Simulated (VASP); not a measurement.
# Mg5CdTe6 (P-4m2) in VASP: notebook

The runs below take Mg5CdTe6 through single point, with PBE.

Program: VASP 6.6.1. These are calculated values, not measurements. Logs are shortened: lines on timing, memory, paths and dates and some standing lists are left out, and cuts for length are marked.

### Step 1. The cell of the first run

The structure is tetragonal, space group P-4m2 (No. 115). Conventional cell: a = 4.209 Å, b = 4.209 Å, c = 17.858 Å, α = 90.00°, β = 90.00°, γ = 90.00°. Within 3.4 Å of Mg (site symmetry 2mm) lie 4 Te at 2.58 Å. Within 3.4 Å of Mg (site symmetry 2mm) lie 4 Te at 2.58 Å. Within 3.4 Å of Mg (site symmetry -4m2) lie 4 Te at 2.58 Å. Within 3.4 Å of Cd (site symmetry -4m2) lie 4 Te at 2.58 Å. Te (site symmetry 2mm) has 4 Mg at 2.58 Å within 3.4 Å. Within 3.4 Å of Te (site symmetry 2mm) lie 2 Cd at 2.58 Å and 2 Mg at 2.58 Å. Te (site symmetry 2mm) has 4 Mg at 2.58 Å within 3.4 Å.

### Step 2. Single point, PBE

File INCAR:

```
PREC = Accurate ; ENCUT = 520
EDIFF = 1E-6 ; ISMEAR = 0
SIGMA = 0.1 ; LREAL = False
LASPH = True ; NELM = 60
ALGO = Normal ; ISIF = 2
LWAVE = False ; LCHARG = True
GGA = PE ; LELF = True
LVHAR = True ; NBANDS = 41
```

File KPOINTS:

```
Automatic mesh
0
Gamma
  4 4 1
```

File POSCAR:

```
Mg5CdTe6
1.0
    4.2091681900      0.0000000000      0.0000000000
    0.0000000000      4.2091681900      0.0000000000
    0.0000000000      0.0000000000     17.8579882200
Mg Cd Te
5 1 6
Direct
    0.0000000000      0.0000000000      0.6666666700
    0.5000000000      0.5000000000      0.8333333300
    0.5000000000      0.5000000000      0.1666666700
    0.0000000000      0.0000000000      0.3333333300
    0.5000000000      0.5000000000      0.5000000000
    0.0000000000      0.0000000000      0.0000000000
    0.5000000000      0.0000000000      0.7500000000
    0.0000000000      0.5000000000      0.9166666700
    0.5000000000      0.0000000000      0.0833333300
    0.0000000000      0.5000000000      0.2500000000
    0.5000000000      0.0000000000      0.4166666700
    0.0000000000      0.5000000000      0.5833333300
```

Potentials or basis: VASP PAW PBE potentials, release 64 (Mg, Cd, Te).

Run with:

```bash
$ cat potpaw_PBE.64/Mg/POTCAR potpaw_PBE.64/Cd/POTCAR potpaw_PBE.64/Te/POTCAR > POTCAR
$ mpirun -np 1 vasp_std > vasp.out
```

OUTCAR:

```text
PREC = Accurate
   ENCUT = 520
   EDIFF = 1E-6
   ISMEAR = 0
   LREAL = False
   LASPH = True
   NELM = 60
   ISIF = 2
   GGA = PE

 ion  position               nearest neighbor table
   1  0.000  0.000  0.667-   7 2.58   7 2.58  12 2.58  12 2.58
   2  0.500  0.500  0.833-   7 2.58   7 2.58   8 2.58   8 2.58
   3  0.500  0.500  0.167-  10 2.58  10 2.58   9 2.58   9 2.58
   4  0.000  0.000  0.333-  10 2.58  10 2.58  11 2.58  11 2.58
   5  0.500  0.500  0.500-  11 2.58  12 2.58  11 2.58  12 2.58
   6  0.000  0.000  0.000-   8 2.58   9 2.58   8 2.58   9 2.58
   7  0.500  0.000  0.750-   1 2.58   2 2.58   2 2.58   1 2.58
   8  0.000  0.500  0.917-   6 2.58   6 2.58   2 2.58   2 2.58
   9  0.500  0.000  0.083-   6 2.58   6 2.58   3 2.58   3 2.58
  10  0.000  0.500  0.250-   3 2.58   4 2.58   4 2.58   3 2.58
  11  0.500  0.000  0.417-   5 2.58   5 2.58   4 2.58   4 2.58
  12  0.000  0.500  0.583-   5 2.58   5 2.58   1 2.58   1 2.58

  LATTYP: Found a simple tetragonal cell.
 ALAT       =     4.2091681900
 C/A-ratio  =     4.2426406867

  Lattice vectors:

 A1 = (   4.2091681900,   0.0000000000,   0.0000000000)
 A2 = (   0.0000000000,   4.2091681900,   0.0000000000)
 A3 = (   0.0000000000,   0.0000000000,  17.8579882200)

Analysis of symmetry for initial positions (statically):
=====================================================================
 Subroutine PRICEL returns:
 Original cell was already a primitive cell.

 Routine SETGRP: Setting up the symmetry group for a
 simple tetragonal supercell.

 Subroutine GETGRP returns: Found  8 space group operations
 (whereof  8 operations were pure point group operations)
 out of a pool of 16 trial point group operations.

The static configuration has the point symmetry D_2d.

Analysis of symmetry for dynamics (positions and initial velocities):
=====================================================================
 Subroutine PRICEL returns:
 Original cell was already a primitive cell.

 Routine SETGRP: Setting up the symmetry group for a
 simple tetragonal supercell.

 Subroutine GETGRP returns: Found  8 space group operations
 (whereof  8 operations were pure point group operations)
 out of a pool of 16 trial point group operations.

The dynamic configuration has the point symmetry D_2d.

 Subroutine INISYM returns: Found  8 space group operations
 (whereof  8 operations are pure point group operations),
 and found     1 'primitive' translations

----------------------------------------------------------------------------------------

                                     Primitive cell

  volume of cell :     316.3917

  direct lattice vectors                    reciprocal lattice vectors
     4.209168190  0.000000000  0.000000000     0.237576632  0.000000000  0.000000000
     0.000000000  4.209168190  0.000000000     0.000000000  0.237576632  0.000000000
     0.000000000  0.000000000 17.857988220     0.000000000  0.000000000  0.055997349

  length of vectors
     4.209168190  4.209168190 17.857988220     0.237576632  0.237576632  0.055997349

  position of ions in fractional coordinates (direct lattice)
     0.000000000  0.000000000  0.666666670
     0.500000000  0.500000000  0.833333330
     0.500000000  0.500000000  0.166666670
     0.000000000  0.000000000  0.333333330
     0.500000000  0.500000000  0.500000000
     0.000000000  0.000000000  0.000000000
     0.500000000  0.000000000  0.750000000
     0.000000000  0.500000000  0.916666670
     0.500000000  0.000000000  0.083333330
     0.000000000  0.500000000  0.250000000
     0.500000000  0.000000000  0.416666670
     0.000000000  0.500000000  0.583333330

  ion indices of the primitive-cell ions
   primitive index   ion index
                 1           1
                 2           2
                 3           3
                 4           4
                 5           5
                 6           6
                 7           7
                 8           8
                 9           9
                10          10
                11          11
                12          12

----------------------------------------------------------------------------------------

 KPOINTS: Automatic mesh

Automatic generation of k-mesh.
 Grid dimensions read from file:
 generate k-points for:    4    4    1

 Generating k-lattice:

  Cartesian coordinates                     Fractional coordinates (reciprocal lattice)
     0.059394158  0.000000000  0.000000000     0.250000000  0.000000000  0.000000000
     0.000000000  0.059394158  0.000000000     0.000000000  0.250000000  0.000000000
     0.000000000  0.000000000  0.055997349     0.000000000  0.000000000  1.000000000

  Length of vectors
     0.059394158  0.059394158  0.055997349

  Shift w.r.t. Gamma in fractional coordinates (k-lattice)
     0.000000000  0.000000000  0.000000000

 Subroutine IBZKPT returns following result:
 ===========================================

 Found      6 irreducible k-points:

 Following reciprocal coordinates:
            Coordinates               Weight
  0.000000  0.000000  0.000000      1.000000
  0.250000  0.000000  0.000000      4.000000
  0.500000  0.000000  0.000000      2.000000
  0.250000  0.250000  0.000000      4.000000
  0.500000  0.250000  0.000000      4.000000
  0.500000  0.500000  0.000000      1.000000
   k-points           NKPTS =      6   k-points in BZ     NKDIM =      6   number of bands    NBANDS=     41
   number of dos      NEDOS =    301   number of ions     NIONS =     12
   total plane-waves  NPLWV = 143360
   dimension x,y,z NGX =    32 NGY =   32 NGZ =  140
   dimension x,y,z NGXF=    64 NGYF=   64 NGZF=  280
   ions per type =               5   1   6
   NGX,Y,Z   is equivalent  to a cutoff of  12.64, 12.64, 13.03 a.u.
   NGXF,Y,Z  is equivalent  to a cutoff of  25.28, 25.28, 26.07 a.u.
 SYSTEM =  unknown system
   PREC   = accura    normal or accurate (medium, high low for compatibility)
   ISTART =      0    job   : 0-new  1-cont  2-samecut
   ICHARG =      2    charge: 1-file 2-atom 10-const
   ISPIN  =      1    spin polarized calculation?
   LNONCOLLINEAR =      F non collinear calculations
   LSORBIT =      F    spin-orbit coupling
   LASPH  =      T    aspherical Exc in radial PAW
   ENCUT  =  520.0 eV  38.22 Ry    6.18 a.u.   7.83  7.83 33.20*2*pi/ulx,y,z
   NELM   =     60;   NELMIN=  2; NELMDL= -5     # of ELM steps
   EDIFF  = 0.1E-05   stopping-criterion for ELM
   LREAL  =      F    real-space projection
   EDIFFG = 0.1E-04   stopping-criterion for IOM
   NSW    =      0    number of steps for IOM
   IBRION =     -1    ionic relax: 0-MD 1-quasi-New 2-CG
   NFREE  =      0    steps in history (QN), initial steepest desc. (CG)
   ISIF   =      2    stress and relaxation
   ISYM   =      2    0-nonsym 1-usesym 2-fastsym
   POTIM  = 0.5000    time-step for ionic-motion
   TEBEG  =    0.0;   TEEND  =   0.0 temperature during run
   PSTRESS=    0.0 pullay stress
   NELECT =      58.0000    total number of electrons
   NUPDOWN=      -1.0000    fix difference up-down
   EMIN   =  10.00;   EMAX   =-10.00  energy-range for DOS
   EFERMI =   0.00;   METHOD = LEGACY
   ISMEAR =     0;   SIGMA  =   0.10  broadening in eV -4-tet -1-fermi 0-gaus
   EFERMI_NEDOS =   21; number of points for ismear=-14 and -15
   IALGO  =     38    algorithm
   IMIX   =      4    mixing-type and parameters
     AMIX     =   0.40;   BMIX     =  1.00
     AMIX_MAG =   1.60;   BMIX_MAG =  1.00
  volume/ion in A,a.u.               =      26.37       177.93
  Fermi-wavevector in a.u.,A,eV,Ry     =   0.929985  1.757416 11.767291  0.864872
  Thomas-Fermi vector in A             =   2.056325
   LORBIT       =      0    0 simple, 1 ext, 2 COOP (PROOUT), +10 PAW based schemes
   GGA     = PE    functional components
   LHFCALC =     F    Hartree Fock is set to
   AEXX    =    0.0000 exact exchange contribution
   IVDW    =     0    specifies the selected vdW correction
   LEPSILON=     F    determine dielectric tensor
   LRPA    =     F    only Hartree local field effects (RPA)
 non-spin polarized calculation
 Gauss-broadening in eV      SIGMA  =   0.10
  energy-cutoff  :      520.00
  volume of cell :      316.39
 maximum number of plane-waves:      8556
 NGX is ok and might be reduce to    32
   NGX = 15   NGY = 15   NGZ = 67

 number of electron      58.0000004 magnetization

 Free energy of the ion-electron system (eV)
  ---------------------------------------------------
  ext. energy  EPLUGINS =         0.00000000
  ---------------------------------------------------
  free energy    TOTEN  =       -32.40903654 eV

  energy without entropy =      -32.40903654  energy(sigma->0) =      -32.40903654

 E-fermi :   4.7006     XC(G=0):  -8.9619

 val. band max:        4.2214393913   @ k =   0.0000   0.0000   0.0000
 cond. band min:       6.3730822612   @ k =   0.5000   0.5000   0.0000
 fundamental gap:      2.1516428699
 Fermi energy:         4.7006455645

 k-point     1 :       0.0000    0.0000    0.0000
  band No.  band energies     occupation
      1      -7.5079      2.00000
      2      -7.1515      2.00000
      3      -7.1420      2.00000
      4      -6.6812      2.00000
      5      -6.4139      2.00000
      6      -6.0605      2.00000
[... 33 lines left out ...]
     40       8.9668      0.00000
     41       9.6328      0.00000

 k-point     2 :       0.2500    0.0000    0.0000
  band No.  band energies     occupation
      1      -7.2527      2.00000
      2      -6.9649      2.00000
      3      -6.8755      2.00000
      4      -6.5607      2.00000
      5      -6.3027      2.00000
      6      -6.0484      2.00000
[... 33 lines left out ...]
     40       9.8625      0.00000
     41       9.9651      0.00000

 k-point     3 :       0.5000    0.0000    0.0000
  band No.  band energies     occupation
      1      -6.8957      2.00000
      2      -6.8396      2.00000
      3      -6.3186      2.00000
      4      -6.3184      2.00000
      5      -6.2991      2.00000
      6      -6.2983      2.00000
[... 33 lines left out ...]
     40       9.6445      0.00000
     41       9.6991      0.00000

 k-point     4 :       0.2500    0.2500    0.0000
  band No.  band energies     occupation
      1      -7.0365      2.00000
      2      -6.8225      2.00000
      3      -6.6245      2.00000
      4      -6.4005      2.00000
      5      -6.1768      2.00000
      6      -5.9872      2.00000
[... 33 lines left out ...]
     40       9.8371      0.00000
     41      10.1080      0.00000

 k-point     5 :       0.5000    0.2500    0.0000
  band No.  band energies     occupation
      1      -6.7624      2.00000
      2      -6.7248      2.00000
      3      -6.1360      2.00000
      4      -6.1358      2.00000
      5      -6.1211      2.00000
      6      -6.1206      2.00000
[... 33 lines left out ...]
     40      10.0528      0.00000
     41      10.1053      0.00000

 k-point     6 :       0.5000    0.5000    0.0000
  band No.  band energies     occupation
      1      -6.6180      2.00000
      2      -6.6180      2.00000
      3      -5.9279      2.00000
      4      -5.9279      2.00000
      5      -5.9192      2.00000
      6      -5.9192      2.00000
[... 33 lines left out ...]
     40       9.0141      0.00000
     41       9.2715      0.00000

------------------------ aborting loop because EDIFF is reached ----------------------------------------

  FORCE on cell =-STRESS in cart. coord.  units (eV):
  Direction    XX          YY          ZZ          XY          YZ          ZX
  --------------------------------------------------------------------------------------
  -------------------------------------------------------------------------------------
  Total       34.6617506     34.6617506     33.8001693      0.0000000      0.0000000      0.0000000
  in kB      175.5237885    175.5237885    171.1608230      0.0000000      0.0000000      0.0000000
  external PRESSURE =     174.0694666 kB  Pullay stress =       0.0000000 kB

 VOLUME and BASIS-vectors are now :
 -----------------------------------------------------------------------------
  energy-cutoff  :      520.00
  volume of cell :      316.39
      direct lattice vectors                 reciprocal lattice vectors
     4.209168190  0.000000000  0.000000000     0.237576632  0.000000000  0.000000000
     0.000000000  4.209168190  0.000000000     0.000000000  0.237576632  0.000000000
     0.000000000  0.000000000 17.857988220     0.000000000  0.000000000  0.055997349

 POSITION                                       TOTAL-FORCE (eV/Angst)
 -----------------------------------------------------------------------------------
      0.00000      0.00000     11.90533        -0.000000      0.000000      0.002062
      2.10458      2.10458     14.88166        -0.000000     -0.000000      0.008125
      2.10458      2.10458      2.97633        -0.000000     -0.000000     -0.008125
      0.00000      0.00000      5.95266        -0.000000      0.000000     -0.002062
      2.10458      2.10458      8.92899        -0.000000      0.000000      0.000000
      0.00000      0.00000      0.00000        -0.000000      0.000000      0.000000
      2.10458      0.00000     13.39349         0.000000     -0.000000      0.017220
      0.00000      2.10458     16.36982        -0.000000      0.000000     -0.965963
      2.10458      0.00000      1.48817        -0.000000     -0.000000      0.965963
      0.00000      2.10458      4.46450         0.000000      0.000000     -0.017220
      2.10458      0.00000      7.44083        -0.000000      0.000000      0.000539
      0.00000      2.10458     10.41716        -0.000000      0.000000     -0.000539
 -----------------------------------------------------------------------------------
    total drift:                                0.000000      0.000000      0.000000

  FREE ENERGIE OF THE ION-ELECTRON SYSTEM (eV)
  ---------------------------------------------------
  free  energy   TOTEN  =       -32.4090365384 eV

  energy  without entropy=      -32.4090365384  energy(sigma->0) =      -32.40903654
```

It took 2.5 min on 1 thread of Intel Xeon Platinum 8259CL at 2.50GHz (Skylake/Cascade Lake), shared host; peak memory 0.41 GiB.

What came out:

* Free energy: -32.4090 eV
* Pressure: 17.4 GPa
* Largest force: 0.966 eV/Å
* Band gap on the k mesh: 2.15 eV (least direct gap 2.18 eV)

Forces in eV/Å, atoms in the order of the input:
```
Mg   0.000  0.000  0.002
Mg   0.000  0.000  0.008
Mg   0.000  0.000 -0.008
Mg   0.000  0.000 -0.002
Mg   0.000  0.000  0.000
Cd   0.000  0.000  0.000
Te   0.000  0.000  0.017
Te   0.000  0.000 -0.966
Te   0.000  0.000  0.966
Te   0.000  0.000 -0.017
Te   0.000  0.000  0.001
Te   0.000  0.000 -0.001
```

Caveat: the cell stands under pressure; spin-orbit coupling is left out, which moves the levels of the heavy elements; an odd mesh through Γ misses points on the zone boundary, where band edges can lie.

### Step 3. Single point, PBE

This run uses another cell than the first one, of 34.52 Å³/atom.

File INCAR:

```
PREC = Accurate
ENCUT = 520
EDIFF = 1E-6
ISMEAR = 0
SIGMA = 0.1
LREAL = False
LASPH = True
NELM = 100
ALGO = Normal
ISIF = 2
LWAVE = False
LCHARG = True
GGA = PE
LELF = True
LVHAR = True
NBANDS = 41
```

KPOINTS is that of step 2.

File POSCAR:

```
Mg5CdTe6
1.0
    4.6069277622      0.0000000000      0.0000000000
    0.0000000000      4.6069277622      0.0000000000
    0.0000000000      0.0000000000     19.5165087645
Mg Cd Te
5 1 6
Direct
    0.0000000000      0.0000000000      0.6660124106
    0.5000000000      0.5000000000      0.8318046414
    0.5000000000      0.5000000000      0.1681953586
    0.0000000000      0.0000000000      0.3339875894
    0.5000000000      0.5000000000      0.5000000000
    0.0000000000      0.0000000000      0.0000000000
    0.5000000000      0.0000000000      0.7490128070
    0.0000000000      0.5000000000      0.9139209704
    0.5000000000      0.0000000000      0.0860790296
    0.0000000000      0.5000000000      0.2509871930
    0.5000000000      0.0000000000      0.4169919868
    0.0000000000      0.5000000000      0.5830080132
```

Potentials or basis: VASP PAW PBE potentials, release 64 (Mg, Cd, Te).

Run with:

```bash
$ cat potpaw_PBE.64/Mg/POTCAR potpaw_PBE.64/Cd/POTCAR potpaw_PBE.64/Te/POTCAR > POTCAR
$ mpirun -np 1 vasp_std > vasp.out
```

Run time: 3.8 min. Hardware: 1 thread of Intel Xeon Platinum 8259CL at 2.50GHz (Skylake/Cascade Lake), shared host; peak memory 0.5 GiB.

The run converged. Its results:

```
Free energy            : -36.7505 eV
Pressure               : 0.3 GPa
Largest force          : 0.034 eV/Å
Band gap on the k mesh : 1.92 eV
```

Forces in eV/Å, atoms in the order of the input:
```
Mg   0.000  0.000 -0.002
Mg   0.000  0.000 -0.008
Mg   0.000  0.000  0.008
Mg   0.000  0.000  0.002
Mg   0.000  0.000  0.000
Cd   0.000  0.000  0.000
Te   0.000  0.000 -0.012
Te   0.000  0.000 -0.034
Te   0.000  0.000  0.034
Te   0.000  0.000  0.012
Te   0.000  0.000  0.001
Te   0.000  0.000 -0.001
```

Stress tensor (GPa, compression positive):
```
0.35 0.00 0.00
0.00 0.35 0.00
0.00 0.00 0.18
```

Levels at points of the mesh, in eV from the valence-band top:
```tsv
k point	band 26	band 27	band 28	band 29	band 30	band 31	band 32	band 33
(0.00, 0.00, 0.00)	-0.41	-0.06	0.00	0.00	1.92	2.78	3.11	3.31
(0.50, 0.00, 0.00)	-0.58	-0.58	-0.55	-0.29	2.68	3.29	3.30	3.35
(0.50, 0.50, 0.00)	-1.31	-1.30	-1.30	-1.29	2.77	2.77	3.01	3.50
```

Caveat: spin-orbit coupling is left out, which moves the levels of the heavy elements.
